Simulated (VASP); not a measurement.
## CuI: single point with PBE

Crystal: CuI.

```
Cu I
1.0
     0.00000    3.01203    2.93673
     3.01203    0.00000    2.93673
     3.01203    3.01203    0.00000
Cu I
1 1
Direct
  0.00000 0.00000 0.00000
  0.25000 0.25000 0.25000
```

This cell differs from its parent crystal: uniaxial z strain -2.5%.

```
Program             : VASP 6.6.1
Task                : single point
Functional          : PBE
Potentials or basis : VASP PAW PBE potentials, release 64 (Cu, I)
Cutoff              : 520 eV
k mesh              : 8 × 8 × 8
Occupations         : fermi-dirac, width 0.02 eV
Spin                : no spin polarisation
```

```json
{
 "Pressure": "2.3 GPa",
 "Band gap on the k mesh": "1.24 eV"
}
```

Stress tensor (GPa, compression positive):
```
2.21 0.00 0.00
0.00 2.21 0.00
0.00 0.00 2.62
```

Levels at points of the mesh, in eV from the valence-band top:
| k point | band 6 | band 7 | band 8 | band 9 | band 10 | band 11 | band 12 | band 13 |
| --- | --- | --- | --- | --- | --- | --- | --- | --- |
| (0.00, 0.00, 0.00) | -2.06 | -0.04 | -0.04 | 0.00 | 1.24 | 4.79 | 4.79 | 4.83 |
| (0.50, 0.00, 0.00) | -2.04 | -1.99 | -0.83 | -0.78 | 2.16 | 5.26 | 5.45 | 7.45 |
| (0.50, 0.50, 0.00) | -1.98 | -1.98 | -1.69 | -1.69 | 2.53 | 2.73 | 9.61 | 9.95 |
| (0.50, 0.00, 0.50) | -2.02 | -1.97 | -1.71 | -1.65 | 2.63 | 2.92 | 9.40 | 9.86 |

It took 32 s on 1 thread of Intel(R) Xeon(R) Platinum 8259CL CPU @ 2.50GHz (Skylake/Cascade Lake) (shared host), peak memory 0.21 GiB.

Caveat: the cell differs from its parent crystal (uniaxial z strain -2.5%); spin-orbit coupling is left out, which moves the levels of the heavy elements.
